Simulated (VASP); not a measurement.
Crystal: Cu.

```
Cu
1.0
     2.54558    0.00000    0.00000
     0.00000    2.54558    0.00000
     0.00000    0.00000    3.60000
Cu
2
Direct
  0.00000 0.00000 0.00000
  0.50000 0.50000 0.50000
```

```yaml
Program: VASP 6.6.1
Task: relaxation of cell and atoms
Functional: LDA
Potentials_or_basis: VASP PAW LDA potentials, release 64 (Cu)
Cutoff: 600 eV
k_mesh: 16 × 16 × 12
Occupations: methfessel-paxton, width 0.1 eV
Spin: no spin polarisation
```

At the start: pressure -9.7 GPa; volume 11.66 Å³/atom.

How do energy, volume and symmetry change on relaxing?

Over 39 steps the energy falls by 24.6 meV/atom and the volume is 10.93 Å³/atom (-6.3 %); space group Fm-3m (No. 225, to 0.05 Å).

The path:
```
step  energy change (eV)  largest force (eV/Å)  pressure (GPa)  volume (Å³)
   1              0.0000                0.0000           -9.74        23.33
   2             -0.0281                0.0000            9.63        21.02
   3             -0.0490                0.0000           -0.10        21.85
   4             -0.0490                0.0000            0.92        21.82
   5             -0.0486                0.0000           -0.74        22.01
   6             -0.0490                0.0000           -0.48        21.93
   7             -0.0491                0.0000            0.38        21.89
   8             -0.0490                0.0000           -0.25        21.91
   9             -0.0490                0.0000            0.10        21.90
  10             -0.0490                0.0000           -0.47        21.91
  11             -0.0490                0.0000            0.60        21.82
  12             -0.0491                0.0000            0.07        21.87
  13             -0.0491                0.0000           -0.54        21.87
  14             -0.0490                0.0000            0.56        21.80
  15             -0.0491                0.0000           -0.21        21.83
  16             -0.0490                0.0000            0.31        21.82
  17             -0.0490                0.0000            0.00        21.83
  18             -0.0490                0.0000            0.94        21.83
  19             -0.0491                0.0000           -0.64        21.87
  20             -0.0491                0.0000            0.07        21.85
  21             -0.0491                0.0000            0.20        21.86
  22             -0.0491                0.0000           -0.29        21.86
  23             -0.0491                0.0000            0.35        21.86
  24             -0.0491                0.0000            0.15        21.86
  25             -0.0491                0.0000           -0.23        21.86
  26             -0.0491                0.0000            0.09        21.85
  27             -0.0491                0.0000           -0.18        21.85
  28             -0.0491                0.0000            0.12        21.85
  29             -0.0491                0.0000           -0.21        21.85
  30             -0.0491                0.0000            0.44        21.85
  31             -0.0491                0.0000            0.10        21.85
  32             -0.0491                0.0000            0.12        21.85
  33             -0.0491                0.0000            0.31        21.85
  34             -0.0491                0.0000            0.70        21.85
  35             -0.0491                0.0000            0.48        21.86
  36             -0.0491                0.0000           -0.32        21.86
  37             -0.0491                0.0000            0.30        21.85
  38             -0.0491                0.0000           -0.16        21.86
  39             -0.0491                0.0000           -0.03        21.86
```

Final structure:
```
CELL_PARAMETERS angstrom
2.49612 0.00000 0.00000
0.00000 2.49612 0.00000
0.00000 0.00000 3.50775
ATOMIC_POSITIONS crystal
Cu 0.00000 0.00000 0.00000
Cu 0.50000 0.50000 0.50000
```
